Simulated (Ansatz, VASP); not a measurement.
# Two plane-wave programs on C

```
CELL_PARAMETERS angstrom
2.54776 0.00000 0.00000
-1.27388 2.20642 0.00000
0.00000 0.00000 7.83066
ATOMIC_POSITIONS crystal
C 0.00000 0.00000 0.09001
C 0.00000 0.00000 0.59001
C 0.00000 0.00000 0.40999
C 0.00000 0.00000 0.90999
C 0.33333 0.66667 0.15782
C 0.66667 0.33333 0.65782
C 0.33333 0.66667 0.34218
C 0.66667 0.33333 0.84218
```

Change from the starting cell: mode 21 frozen in at -0.024 Å, strain +e along z and -e/2 along x and y -0.0467.

Alike in both runs: task single point; functional LDA; k mesh 12 × 12 × 4; occupations gaussian, width 0.05 eV; no spin polarisation.

|  | VASP | Ansatz |
| --- | --- | --- |
| version | VASP 6.6.1 | Ansatz 0.2.0 |
| potentials or method | VASP PAW LDA potentials, release 64 (C), cutoff 520 eV | scalar-relativistic, plane waves, PAW |
| valence electrons in the cell | 32 | 32 |

```csv
,VASP,Ansatz,Ansatz less VASP
gap on the k mesh at the Fermi level (eV),3.32,3.33,+0.014
least direct gap on the mesh (eV),3.76,3.76,+0.003
pressure (GPa),9.2,7.5,-1.67
"traceless stress, the component that is largest in VASP (GPa)",72.87,72.42,-0.449
rms of the force components (eV/Å),1.542,1.526,-0.0158
```

Ansatz warns that its potentials were made for another functional, while VASP's fit it. LDA's correlation is that of Perdew and Zunger in VASP and of Perdew and Wang (1992) in Ansatz. Atom by atom the forces differ by 0.016 eV/Å (rms over components).
